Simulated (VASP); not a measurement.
# Sc (Pm-3m) in VASP: a series of runs

The runs below take Sc through single point, with LDA.

Program: VASP 6.6.1. These are calculated values, not measurements. Logs are shortened: lines on timing, memory, paths and dates and some standing lists are left out, and cuts for length are marked.

### 1 The cell of the first run

It takes space group Pm-3m (No. 221, cubic). The conventional cell has a = 2.854 Å, b = 2.854 Å, c = 2.854 Å, α = 90.00°, β = 90.00°, γ = 90.00°. Sc (site symmetry m-3m) has 6 Sc at 2.85 Å within 3.8 Å.

### 2 Single point, LDA

INCAR

```
PREC = Accurate
ENCUT = 520
EDIFF = 1E-6
ISMEAR = -1
SIGMA = 0.05
LREAL = F
LASPH = T
NELM = 100
ALGO = Normal
ISIF = 2
LWAVE = F
LCHARG = F
GGA = CA
NBANDS = 12
```

KPOINTS

```
regular mesh
0
Gamma
  7 7 7
```

POSCAR

```
Sc
1.0
    2.8539085984      0.0000000000      0.0000000000
    0.0000000000      2.8539085984      0.0000000000
    0.0000000000      0.0000000000      2.8539085984
Sc
1
Direct
    0.0000000000      0.0000000000      0.0000000000
```

Potentials or basis: VASP PAW LDA potentials, release 64 (Sc_sv).

Run with:

```
cat potpaw_LDA.64/Sc_sv/POTCAR > POTCAR
mpirun -np 1 vasp_std > vasp.out
```

OUTCAR:

```text
PREC = Accurate
   ENCUT = 520
   EDIFF = 1E-6
   ISMEAR = -1
   LREAL = F
   LASPH = T
   NELM = 100
   ISIF = 2
   GGA = CA

 ion  position               nearest neighbor table
   1  0.000  0.000  0.000-

  LATTYP: Found a simple cubic cell.
 ALAT       =     2.8539085984

  Lattice vectors:

 A1 = (   2.8539085984,   0.0000000000,   0.0000000000)
 A2 = (   0.0000000000,   2.8539085984,   0.0000000000)
 A3 = (   0.0000000000,   0.0000000000,   2.8539085984)

Analysis of symmetry for initial positions (statically):
=====================================================================
 Subroutine PRICEL returns:
 Original cell was already a primitive cell.

 Routine SETGRP: Setting up the symmetry group for a
 simple cubic supercell.

 Subroutine GETGRP returns: Found 48 space group operations
 (whereof 48 operations were pure point group operations)
 out of a pool of 48 trial point group operations.

The static configuration has the point symmetry O_h .

Analysis of symmetry for dynamics (positions and initial velocities):
=====================================================================
 Subroutine PRICEL returns:
 Original cell was already a primitive cell.

 Routine SETGRP: Setting up the symmetry group for a
 simple cubic supercell.

 Subroutine GETGRP returns: Found 48 space group operations
 (whereof 48 operations were pure point group operations)
 out of a pool of 48 trial point group operations.

The dynamic configuration has the point symmetry O_h .

 Subroutine INISYM returns: Found 48 space group operations
 (whereof 48 operations are pure point group operations),
 and found     1 'primitive' translations

----------------------------------------------------------------------------------------

                                     Primitive cell

  volume of cell :      23.2445

  direct lattice vectors                    reciprocal lattice vectors
     2.853908598  0.000000000  0.000000000     0.350396646  0.000000000  0.000000000
     0.000000000  2.853908598  0.000000000     0.000000000  0.350396646  0.000000000
     0.000000000  0.000000000  2.853908598     0.000000000  0.000000000  0.350396646

  length of vectors
     2.853908598  2.853908598  2.853908598     0.350396646  0.350396646  0.350396646

  position of ions in fractional coordinates (direct lattice)
     0.000000000  0.000000000  0.000000000

  ion indices of the primitive-cell ions
   primitive index   ion index
                 1           1

----------------------------------------------------------------------------------------

 KPOINTS: regular mesh

Automatic generation of k-mesh.
 Grid dimensions read from file:
 generate k-points for:    7    7    7

 Generating k-lattice:

  Cartesian coordinates                     Fractional coordinates (reciprocal lattice)
     0.050056664  0.000000000  0.000000000     0.142857143  0.000000000  0.000000000
     0.000000000  0.050056664  0.000000000     0.000000000  0.142857143  0.000000000
     0.000000000  0.000000000  0.050056664     0.000000000  0.000000000  0.142857143

  Length of vectors
     0.050056664  0.050056664  0.050056664

  Shift w.r.t. Gamma in fractional coordinates (k-lattice)
     0.000000000  0.000000000  0.000000000

 Subroutine IBZKPT returns following result:
 ===========================================

 Found     20 irreducible k-points:

 Following reciprocal coordinates:
            Coordinates               Weight
  0.000000  0.000000  0.000000      1.000000
  0.142857  0.000000  0.000000      6.000000
  0.285714  0.000000  0.000000      6.000000
  0.428571  0.000000  0.000000      6.000000
  0.142857  0.142857  0.000000     12.000000
  0.285714  0.142857  0.000000     24.000000
[... 12 lines left out ...]
  0.428571  0.428571  0.285714     24.000000
  0.428571  0.428571  0.428571      8.000000
   k-points           NKPTS =     20   k-points in BZ     NKDIM =     20   number of bands    NBANDS=     12
   number of dos      NEDOS =    301   number of ions     NIONS =      1
   total plane-waves  NPLWV =  13824
   dimension x,y,z NGX =    24 NGY =   24 NGZ =   24
   dimension x,y,z NGXF=    48 NGYF=   48 NGZF=   48
   ions per type =               1
   NGX,Y,Z   is equivalent  to a cutoff of  13.98, 13.98, 13.98 a.u.
   NGXF,Y,Z  is equivalent  to a cutoff of  27.96, 27.96, 27.96 a.u.
 SYSTEM =  unknown system
   PREC   = accura    normal or accurate (medium, high low for compatibility)
   ISTART =      0    job   : 0-new  1-cont  2-samecut
   ICHARG =      2    charge: 1-file 2-atom 10-const
   ISPIN  =      1    spin polarized calculation?
   LNONCOLLINEAR =      F non collinear calculations
   LSORBIT =      F    spin-orbit coupling
   LASPH  =      T    aspherical Exc in radial PAW
   ENCUT  =  520.0 eV  38.22 Ry    6.18 a.u.   5.31  5.31  5.31*2*pi/ulx,y,z
   NELM   =    100;   NELMIN=  2; NELMDL= -5     # of ELM steps
   EDIFF  = 0.1E-05   stopping-criterion for ELM
   LREAL  =      F    real-space projection
   EDIFFG = 0.1E-04   stopping-criterion for IOM
   NSW    =      0    number of steps for IOM
   IBRION =     -1    ionic relax: 0-MD 1-quasi-New 2-CG
   NFREE  =      0    steps in history (QN), initial steepest desc. (CG)
   ISIF   =      2    stress and relaxation
   ISYM   =      2    0-nonsym 1-usesym 2-fastsym
   POTIM  = 0.5000    time-step for ionic-motion
   TEBEG  =    0.0;   TEEND  =   0.0 temperature during run
   PSTRESS=    0.0 pullay stress
   NELECT =      11.0000    total number of electrons
   NUPDOWN=      -1.0000    fix difference up-down
   EMIN   =  10.00;   EMAX   =-10.00  energy-range for DOS
   EFERMI =   0.00;   METHOD = LEGACY
   ISMEAR =    -1;   SIGMA  =   0.05  broadening in eV -4-tet -1-fermi 0-gaus
   EFERMI_NEDOS =   21; number of points for ismear=-14 and -15
   IALGO  =     38    algorithm
   IMIX   =      4    mixing-type and parameters
     AMIX     =   0.40;   BMIX     =  1.00
     AMIX_MAG =   1.60;   BMIX_MAG =  1.00
  volume/ion in A,a.u.               =      23.24       156.86
  Fermi-wavevector in a.u.,A,eV,Ry     =   1.275750  2.410818 22.144009  1.627539
  Thomas-Fermi vector in A             =   2.408445
   LORBIT       =      0    0 simple, 1 ext, 2 COOP (PROOUT), +10 PAW based schemes
   GGA     = CA    functional components
   LHFCALC =     F    Hartree Fock is set to
   AEXX    =    0.0000 exact exchange contribution
   IVDW    =     0    specifies the selected vdW correction
   LEPSILON=     F    determine dielectric tensor
   LRPA    =     F    only Hartree local field effects (RPA)
 non-spin polarized calculation
  energy-cutoff  :      520.00
  volume of cell :       23.24
 maximum number of plane-waves:       639
 NGX is ok and might be reduce to    24
   NGX = 11   NGY = 11   NGZ = 11

 number of electron      11.0000002 magnetization

 Free energy of the ion-electron system (eV)
  ---------------------------------------------------
  ext. energy  EPLUGINS =         0.00000000
  ---------------------------------------------------
  free energy    TOTEN  =        -5.99932055 eV

  energy without entropy =       -5.98206587  energy(sigma->0) =       -5.99069321

 E-fermi :   3.8930     XC(G=0): -10.3204

 val. band max:        3.8659475958   @ k =   0.4286   0.0000   0.0000
 cond. band min:       3.8930529224   @ k =   0.4286   0.0000   0.0000
 fundamental gap:      0.0271053266
 Fermi energy:         3.8930231318

 k-point     1 :       0.0000    0.0000    0.0000
  band No.  band energies     occupation
      1     -44.9586      2.00000
      2     -23.5508      2.00000
      3     -23.5508      2.00000
      4     -23.5508      2.00000
      5      -1.2303      2.00000
      6       3.2470      2.00000
      7       3.2470      2.00000
      8       8.1469      0.00000
      9       8.1469      0.00000
     10       8.1469      0.00000
     11      17.1945      0.00000
     12      17.1945      0.00000

 k-point     2 :       0.1429    0.0000    0.0000
  band No.  band energies     occupation
      1     -44.9392      2.00000
      2     -23.6997      2.00000
      3     -23.5381      2.00000
      4     -23.5381      2.00000
      5      -0.7803      2.00000
      6       3.3653      1.99995
      7       3.5476      1.99800
      8       7.7350      0.00000
      9       7.7350      0.00000
     10       8.1778      0.00000
     11      14.8450      0.00000
     12      17.9429      0.00000

 k-point     3 :       0.2857    0.0000    0.0000
  band No.  band energies     occupation
      1     -44.8955      2.00000
      2     -24.0237      2.00000
      3     -23.5094      2.00000
      4     -23.5094      2.00000
      5       0.4041      2.00000
      6       3.6475      1.98536
      7       4.0844      0.04263
      8       6.9480      0.00000
      9       6.9480      0.00000
     10       8.2480      0.00000
     11      12.0996      0.00000
     12      19.4874      0.00000

 k-point     4 :       0.4286    0.0000    0.0000
  band No.  band energies     occupation
      1     -44.8601      2.00000
      2     -24.2739      2.00000
      3     -23.4861      2.00000
      4     -23.4861      2.00000
      5       1.8768      2.00000
      6       3.8659      1.26433
      7       3.8931      0.99970
      8       6.4097      0.00000
      9       6.4097      0.00000
     10       8.3052      0.00000
     11      10.8741      0.00000
     12      18.4111      0.00000

 k-point     5 :       0.1429    0.1429    0.0000
  band No.  band energies     occupation
      1     -44.9201      2.00000
      2     -23.6935      2.00000
      3     -23.6769      2.00000
      4     -23.5255      2.00000
      5      -0.3461      2.00000
      6       3.5609      1.99739
      7       3.7882      1.78112
      8       7.2661      0.00000
      9       7.7001      0.00000
     10       7.8616      0.00000
     11      15.3054      0.00000
     12      15.5365      0.00000
[... 168 lines left out ...]
      1     -44.7744      2.00000
      2     -23.9301      2.00000
      3     -23.8976      2.00000
      4     -23.8976      2.00000
      5       2.4123      2.00000
      6       4.8010      0.00000
      7       4.8010      0.00000
      8       6.3751      0.00000
      9       6.3751      0.00000
     10       7.4033      0.00000
     11      14.9349      0.00000
     12      14.9715      0.00000

 k-point    18 :       0.4286    0.2857    0.2857
  band No.  band energies     occupation
      1     -44.7409      2.00000
      2     -24.1420      2.00000
      3     -23.8869      2.00000
      4     -23.8671      2.00000
      5       2.7674      2.00000
      6       4.3401      0.00026
      7       4.5557      0.00000
      8       6.3176      0.00000
      9       7.0319      0.00000
     10       9.2342      0.00000
     11      12.1526      0.00000
     12      14.9879      0.00000

 k-point    19 :       0.4286    0.4286    0.2857
  band No.  band energies     occupation
      1     -44.7079      2.00000
      2     -24.1082      2.00000
      3     -24.1039      2.00000
      4     -23.8467      2.00000
      5       2.7139      2.00000
      6       4.1079      0.02682
      7       4.2158      0.00314
      8       6.6811      0.00000
      9       8.5549      0.00000
     10      10.3837      0.00000
     11      12.3438      0.00000
     12      13.4164      0.00000

 k-point    20 :       0.4286    0.4286    0.4286
  band No.  band energies     occupation
      1     -44.6753      2.00000
      2     -24.0754      2.00000
      3     -24.0696      2.00000
      4     -24.0696      2.00000
      5       3.1499      2.00000
      6       3.4790      1.99949
      7       3.4790      1.99949
      8       8.6822      0.00000
      9       8.6822      0.00000
     10      11.6975      0.00000
     11      12.4146      0.00000
     12      13.8717      0.00000

------------------------ aborting loop because EDIFF is reached ----------------------------------------

  FORCE on cell =-STRESS in cart. coord.  units (eV):
  Direction    XX          YY          ZZ          XY          YZ          ZX
  --------------------------------------------------------------------------------------
  -------------------------------------------------------------------------------------
  Total        0.0073922      0.0073922      0.0073922      0.0000000     -0.0000000      0.0000000
  in kB        0.5095201      0.5095201      0.5095201      0.0000000     -0.0000000      0.0000000
  external PRESSURE =       0.5095201 kB  Pullay stress =       0.0000000 kB

 VOLUME and BASIS-vectors are now :
 -----------------------------------------------------------------------------
  energy-cutoff  :      520.00
  volume of cell :       23.24
      direct lattice vectors                 reciprocal lattice vectors
     2.853908598  0.000000000  0.000000000     0.350396646  0.000000000  0.000000000
     0.000000000  2.853908598  0.000000000     0.000000000  0.350396646  0.000000000
     0.000000000  0.000000000  2.853908598     0.000000000  0.000000000  0.350396646

 POSITION                                       TOTAL-FORCE (eV/Angst)
 -----------------------------------------------------------------------------------
      0.00000      0.00000      0.00000         0.000000      0.000000      0.000000
 -----------------------------------------------------------------------------------
    total drift:                               -0.000000      0.000000      0.000000

  FREE ENERGIE OF THE ION-ELECTRON SYSTEM (eV)
  ---------------------------------------------------
  free  energy   TOTEN  =        -5.9993205493 eV

  energy  without entropy=       -5.9820658702  energy(sigma->0) =       -5.99069321
```

It took 2.1 s on 1 thread of Intel Xeon 6975P-C (Granite Rapids), shared host; peak memory 0.12 GiB.

Results:

- Free energy: -5.9993 eV
- Pressure: 0.1 GPa

### 3 Single point, LDA

INCAR

```
SYSTEM = Sc
ALGO     = Normal         ! electronic algorithm
EDIFF    = 1E-6           ! SCF threshold, eV
ENCUT    = 520            ! plane-wave cutoff, eV
GGA      = CA             ! functional
ISIF     = 2              ! what is computed and relaxed
ISMEAR   = -1             ! smearing method
LASPH    = .True.         ! aspherical terms in the spheres
LCHARG   = .True.         ! write CHGCAR
LELF     = .True.         ! ELF
LREAL    = .False.        ! projectors in reciprocal space
LVHAR    = .True.       
LWAVE    = .False.        ! write WAVECAR
NBANDS   = 12             ! bands
NELM     = 100            ! most SCF steps
PREC     = Accurate       ! precision mode
SIGMA    = 0.05           ! smearing width, eV
```

KPOINTS

```
k-points
0
Gamma
  7 7 7
  0 0 0
```

POSCAR is that of step 2.

Potentials or basis: VASP PAW LDA potentials, release 64 (Sc_sv).

Run with:

```
cat potpaw_LDA.64/Sc_sv/POTCAR > POTCAR
mpirun -np 1 vasp_std > vasp.out
```

Run time: 2.3 s. Hardware: 1 thread of Intel Xeon 6975P-C (Granite Rapids), shared host; peak memory 0.12 GiB.

Results (log left out):

| Property | Result |
| --- | --- |
| Free energy | -5.9993 eV |
| Pressure | 0.1 GPa |

Levels at points of the mesh, in eV from the Fermi level:
| k point | band 2 | band 3 | band 4 | band 5 | band 6 | band 7 | band 8 | band 9 | band 10 | band 11 |
| --- | --- | --- | --- | --- | --- | --- | --- | --- | --- | --- |
| (0.00, 0.00, 0.00) | -27.44 | -27.44 | -27.44 | -5.12 | -0.65 | -0.65 | 4.25 | 4.25 | 4.25 | 13.30 |
